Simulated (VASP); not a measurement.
# Au (Pm-3m) in VASP: single point with PBEsol+D4

Aim: the single point of Au with PBEsol+D4.

Program: VASP 6.6.1. These are calculated values, not measurements. Logs are shortened: lines on timing, memory, paths and dates and some standing lists are left out, and cuts for length are marked.

### 1 The cell of the first run

Symmetry: Pm-3m, No. 221, cubic system. The conventional cell has a = 4.071 Å, b = 4.071 Å, c = 4.071 Å, α = 90.00°, β = 90.00°, γ = 90.00°. Au (site symmetry 4/mmm) has 8 Au at 2.88 Å within 3.8 Å.

### 2 Single point, PBEsol+D4

INCAR

```
  ALGO = Normal
  EDIFF = 1E-7
  ENCUT = 520
  GGA = PS
  ISIF = 2
  ISMEAR = 1
  IVDW = 13
  LASPH = T
  LCHARG = T
  LELF = T
  LREAL = F
  LVHAR = T
  LWAVE = F
  NBANDS = 24
  NELM = 60
  PREC = Accurate
  SIGMA = 0.15
```

KPOINTS

```
k-points
0
Gamma
  6 6 6
```

POSCAR

```
Au
1.0
    4.0710800000      0.0000000000      0.0000000000
    0.0000000000      4.0710800000      0.0000000000
    0.0000000000      0.0000000000      4.0710800000
Au
3
Direct
    0.0000000000      0.5000000000      0.5000000000
    0.5000000000      0.0000000000      0.5000000000
    0.5000000000      0.5000000000      0.0000000000
```

Potentials or basis: VASP PAW PBE potentials, release 64 (Au).

Command:

```console
> cat potpaw_PBE.64/Au/POTCAR > POTCAR
> mpirun -np 1 vasp_std > vasp.out
```

OUTCAR:

```text
EDIFF = 1E-7
   ENCUT = 520
   GGA = PS
   ISIF = 2
   ISMEAR = 1
   IVDW = 13
   LASPH = T
   LREAL = F
   NELM = 60
   PREC = Accurate

 ion  position               nearest neighbor table
   1  0.000  0.500  0.500-   2 2.88   3 2.88   3 2.88   2 2.88   2 2.88   3 2.88   3 2.88   2 2.88

   2  0.500  0.000  0.500-   1 2.88   3 2.88   3 2.88   1 2.88   3 2.88   3 2.88   1 2.88   1 2.88

   3  0.500  0.500  0.000-   1 2.88   2 2.88   1 2.88   2 2.88   2 2.88   2 2.88   1 2.88   1 2.88

  LATTYP: Found a simple cubic cell.
 ALAT       =     4.0710800000

  Lattice vectors:

 A1 = (   4.0710800000,   0.0000000000,   0.0000000000)
 A2 = (   0.0000000000,   4.0710800000,   0.0000000000)
 A3 = (   0.0000000000,   0.0000000000,   4.0710800000)

Analysis of symmetry for initial positions (statically):
=====================================================================
 Subroutine PRICEL returns:
 Original cell was already a primitive cell.

 Routine SETGRP: Setting up the symmetry group for a
 simple cubic supercell.

 Subroutine GETGRP returns: Found 48 space group operations
 (whereof 48 operations were pure point group operations)
 out of a pool of 48 trial point group operations.

The static configuration has the point symmetry O_h .

Analysis of symmetry for dynamics (positions and initial velocities):
=====================================================================
 Subroutine PRICEL returns:
 Original cell was already a primitive cell.

 Routine SETGRP: Setting up the symmetry group for a
 simple cubic supercell.

 Subroutine GETGRP returns: Found 48 space group operations
 (whereof 48 operations were pure point group operations)
 out of a pool of 48 trial point group operations.

The dynamic configuration has the point symmetry O_h .

 Subroutine INISYM returns: Found 48 space group operations
 (whereof 48 operations are pure point group operations),
 and found     1 'primitive' translations

----------------------------------------------------------------------------------------

                                     Primitive cell

  volume of cell :      67.4728

  direct lattice vectors                    reciprocal lattice vectors
     4.071080000  0.000000000  0.000000000     0.245635065  0.000000000  0.000000000
     0.000000000  4.071080000  0.000000000     0.000000000  0.245635065  0.000000000
     0.000000000  0.000000000  4.071080000     0.000000000  0.000000000  0.245635065

  length of vectors
     4.071080000  4.071080000  4.071080000     0.245635065  0.245635065  0.245635065

  position of ions in fractional coordinates (direct lattice)
     0.000000000  0.500000000  0.500000000
     0.500000000  0.000000000  0.500000000
     0.500000000  0.500000000  0.000000000

  ion indices of the primitive-cell ions
   primitive index   ion index
                 1           1
                 2           2
                 3           3

----------------------------------------------------------------------------------------

 KPOINTS: k-points

Automatic generation of k-mesh.
 Grid dimensions read from file:
 generate k-points for:    6    6    6

 Generating k-lattice:

  Cartesian coordinates                     Fractional coordinates (reciprocal lattice)
     0.040939177  0.000000000  0.000000000     0.166666667  0.000000000  0.000000000
     0.000000000  0.040939177  0.000000000     0.000000000  0.166666667  0.000000000
     0.000000000  0.000000000  0.040939177     0.000000000  0.000000000  0.166666667

  Length of vectors
     0.040939177  0.040939177  0.040939177

  Shift w.r.t. Gamma in fractional coordinates (k-lattice)
     0.000000000  0.000000000  0.000000000

 Subroutine IBZKPT returns following result:
 ===========================================

 Found     20 irreducible k-points:

 Following reciprocal coordinates:
            Coordinates               Weight
  0.000000  0.000000  0.000000      1.000000
  0.166667  0.000000  0.000000      6.000000
  0.333333  0.000000  0.000000      6.000000
  0.500000  0.000000  0.000000      3.000000
  0.166667  0.166667  0.000000     12.000000
  0.333333  0.166667  0.000000     24.000000
[... 12 lines left out ...]
  0.500000  0.500000  0.333333      6.000000
  0.500000  0.500000  0.500000      1.000000
   k-points           NKPTS =     20   k-points in BZ     NKDIM =     20   number of bands    NBANDS=     24
   number of dos      NEDOS =    301   number of ions     NIONS =      3
   total plane-waves  NPLWV =  27000
   dimension x,y,z NGX =    30 NGY =   30 NGZ =   30
   dimension x,y,z NGXF=    60 NGYF=   60 NGZF=   60
   ions per type =               3
   NGX,Y,Z   is equivalent  to a cutoff of  12.25, 12.25, 12.25 a.u.
   NGXF,Y,Z  is equivalent  to a cutoff of  24.50, 24.50, 24.50 a.u.
 SYSTEM =  unknown system
   PREC   = accura    normal or accurate (medium, high low for compatibility)
   ISTART =      0    job   : 0-new  1-cont  2-samecut
   ICHARG =      2    charge: 1-file 2-atom 10-const
   ISPIN  =      1    spin polarized calculation?
   LNONCOLLINEAR =      F non collinear calculations
   LSORBIT =      F    spin-orbit coupling
   LASPH  =      T    aspherical Exc in radial PAW
   ENCUT  =  520.0 eV  38.22 Ry    6.18 a.u.   7.57  7.57  7.57*2*pi/ulx,y,z
   NELM   =     60;   NELMIN=  2; NELMDL= -5     # of ELM steps
   EDIFF  = 0.1E-06   stopping-criterion for ELM
   LREAL  =      F    real-space projection
   EDIFFG = 0.1E-05   stopping-criterion for IOM
   NSW    =      0    number of steps for IOM
   IBRION =     -1    ionic relax: 0-MD 1-quasi-New 2-CG
   NFREE  =      0    steps in history (QN), initial steepest desc. (CG)
   ISIF   =      2    stress and relaxation
   ISYM   =      2    0-nonsym 1-usesym 2-fastsym
   POTIM  = 0.5000    time-step for ionic-motion
   TEBEG  =    0.0;   TEEND  =   0.0 temperature during run
   PSTRESS=    0.0 pullay stress
   NELECT =      33.0000    total number of electrons
   NUPDOWN=      -1.0000    fix difference up-down
   EMIN   =  10.00;   EMAX   =-10.00  energy-range for DOS
   EFERMI =   0.00;   METHOD = LEGACY
   ISMEAR =     1;   SIGMA  =   0.15  broadening in eV -4-tet -1-fermi 0-gaus
   EFERMI_NEDOS =   21; number of points for ismear=-14 and -15
   IALGO  =     38    algorithm
   IMIX   =      4    mixing-type and parameters
     AMIX     =   0.40;   BMIX     =  1.00
     AMIX_MAG =   1.60;   BMIX_MAG =  1.00
  volume/ion in A,a.u.               =      22.49       151.78
  Fermi-wavevector in a.u.,A,eV,Ry     =   1.289842  2.437448 22.635908  1.663692
  Thomas-Fermi vector in A             =   2.421710
   LORBIT       =      0    0 simple, 1 ext, 2 COOP (PROOUT), +10 PAW based schemes
   GGA     = PS    functional components
   LHFCALC =     F    Hartree Fock is set to
   AEXX    =    0.0000 exact exchange contribution
   IVDW    =    13    specifies the selected vdW correction
   LEPSILON=     F    determine dielectric tensor
   LRPA    =     F    only Hartree local field effects (RPA)
 non-spin polarized calculation
 Methfessel and Paxton  Order N= 1 SIGMA  =   0.15
  energy-cutoff  :      520.00
  volume of cell :       67.47
 maximum number of plane-waves:      1856
   NGX = 15   NGY = 15   NGZ = 15

 number of electron      32.9999989 magnetization

 Free energy of the ion-electron system (eV)
  ---------------------------------------------------
  ext. energy  EPLUGINS =         0.00000000
  ---------------------------------------------------
  free energy    TOTEN  =       -11.02150630 eV

  energy without entropy =      -11.01656678  energy(sigma->0) =      -11.01985979

 E-fermi :   5.1740     XC(G=0): -11.0710

 val. band max:        5.1623690535   @ k =   0.3333   0.1667   0.1667
 cond. band min:       5.2488210884   @ k =   0.5000   0.3333   0.3333
 fundamental gap:      0.0864520348
 Fermi energy:         5.1739626137

 k-point     1 :       0.0000    0.0000    0.0000
  band No.  band energies     occupation
      1      -2.7020      2.00000
      2      -0.2777      2.00000
      3      -0.0301      2.00000
      4      -0.0301      2.00000
      5      -0.0301      2.00000
      6       0.4466      2.00000
[... 16 lines left out ...]
     23      17.4501      0.00000
     24      17.4501      0.00000

 k-point     2 :       0.1667    0.0000    0.0000
  band No.  band energies     occupation
      1      -2.4171      2.00000
      2      -0.1003      2.00000
      3       0.0195      2.00000
      4       0.1321      2.00000
      5       0.1321      2.00000
      6       0.4886      2.00000
[... 16 lines left out ...]
     23      16.3891      0.00000
     24      16.9238      0.00000

 k-point     3 :       0.3333    0.0000    0.0000
  band No.  band energies     occupation
      1      -1.6850      2.00000
      2       0.1278      2.00000
      3       0.2552      2.00000
      4       0.6048      2.00000
      5       0.6048      2.00000
      6       0.7428      2.00000
[... 16 lines left out ...]
     23      15.5068      0.00000
     24      15.5068      0.00000

 k-point     4 :       0.5000    0.0000    0.0000
  band No.  band energies     occupation
      1      -1.1616      2.00000
      2       0.1875      2.00000
      3       0.3821      2.00000
      4       1.1847      2.00000
      5       1.1847      2.00000
      6       1.2573      2.00000
[... 16 lines left out ...]
     23      14.5009      0.00000
     24      14.5009      0.00000

 k-point     5 :       0.1667    0.1667    0.0000
  band No.  band energies     occupation
      1      -2.1458      2.00000
      2       0.0782      2.00000
      3       0.0949      2.00000
      4       0.2442      2.00000
      5       0.2678      2.00000
      6       0.6087      2.00000
[... 16 lines left out ...]
     23      15.8320      0.00000
     24      16.8993      0.00000

 k-point     6 :       0.3333    0.1667    0.0000
  band No.  band energies     occupation
      1      -1.4413      2.00000
      2       0.2315      2.00000
      3       0.4554      2.00000
      4       0.5348      2.00000
      5       0.7057      2.00000
      6       0.9246      2.00000
[... 16 lines left out ...]
     23      15.7213      0.00000
     24      16.8697      0.00000
[... 271 lines left out ...]
 k-point    17 :       0.3333    0.3333    0.3333
  band No.  band energies     occupation
      1      -0.7535      2.00000
      2       0.1278      2.00000
      3       0.1278      2.00000
      4       0.7442      2.00000
      5       1.2955      2.00000
      6       1.2955      2.00000
[... 16 lines left out ...]
     23      15.4273      0.00000
     24      20.3273      0.00000

 k-point    18 :       0.5000    0.3333    0.3333
  band No.  band energies     occupation
      1      -0.5436      2.00000
      2      -0.2520      2.00000
      3       0.0275      2.00000
      4       0.6379      2.00000
      5       1.2314      2.00000
      6       1.3279      2.00000
[... 16 lines left out ...]
     23      14.6224      0.00000
     24      20.9168      0.00000

 k-point    19 :       0.5000    0.5000    0.3333
  band No.  band energies     occupation
      1      -0.3916      2.00000
      2      -0.3916      2.00000
      3      -0.3690      2.00000
      4       0.5017      2.00000
      5       1.3383      2.00000
      6       1.3383      2.00000
[... 16 lines left out ...]
     23      13.9973      0.00000
     24      21.1839      0.00000

 k-point    20 :       0.5000    0.5000    0.5000
  band No.  band energies     occupation
      1      -0.5310      2.00000
      2      -0.5310      2.00000
      3      -0.5310      2.00000
      4       0.3557      2.00000
      5       1.3446      2.00000
      6       1.3446      2.00000
[... 16 lines left out ...]
     23      13.5050      0.00000
     24      21.1907      0.00000

------------------------ aborting loop because EDIFF is reached ----------------------------------------

  DFT-D4 for vdW energy calculation

  Edisp (eV):   -0.91847

  FORCE on cell =-STRESS in cart. coord.  units (eV):
  Direction    XX          YY          ZZ          XY          YZ          ZX
  --------------------------------------------------------------------------------------
  -------------------------------------------------------------------------------------
  Total      -5.87703    -5.87703    -5.87703     0.00000     0.00000    -0.00000
  in kB    -139.55303  -139.55303  -139.55303     0.00000     0.00000    -0.00000
  external pressure =     -139.55 kB  Pullay stress =        0.00 kB

 VOLUME and BASIS-vectors are now :
 -----------------------------------------------------------------------------
  energy-cutoff  :      520.00
  volume of cell :       67.47
      direct lattice vectors                 reciprocal lattice vectors
     4.071080000  0.000000000  0.000000000     0.245635065  0.000000000  0.000000000
     0.000000000  4.071080000  0.000000000     0.000000000  0.245635065  0.000000000
     0.000000000  0.000000000  4.071080000     0.000000000  0.000000000  0.245635065

 POSITION                                       TOTAL-FORCE (eV/Angst)
 -----------------------------------------------------------------------------------
      0.00000      2.03554      2.03554         0.000000      0.000000      0.000000
      2.03554      0.00000      2.03554         0.000000      0.000000      0.000000
      2.03554      2.03554      0.00000         0.000000      0.000000      0.000000
 -----------------------------------------------------------------------------------
    total drift:                                0.000000      0.000000     -0.000000

  FREE ENERGIE OF THE ION-ELECTRON SYSTEM (eV)
  ---------------------------------------------------
  free  energy   TOTEN  =       -11.9399802820 eV

  energy  without entropy=      -11.9350407668  energy(sigma->0) =      -11.93833378
```

Run time: 11 s. Hardware: 1 thread of Intel Xeon 6975P-C (Granite Rapids), shared host; peak memory 0.17 GiB.

Results:

- Free energy: -11.9400 eV
- Pressure: -14.0 GPa
- Dispersion energy per atom: -0.306 eV

Caveat: the PAW data sets were made with another functional, which shifts forces and pressure a little; spin-orbit coupling is left out, which moves the levels of the heavy elements; pairwise dispersion overbinds metals, which lowers pressure and volume.
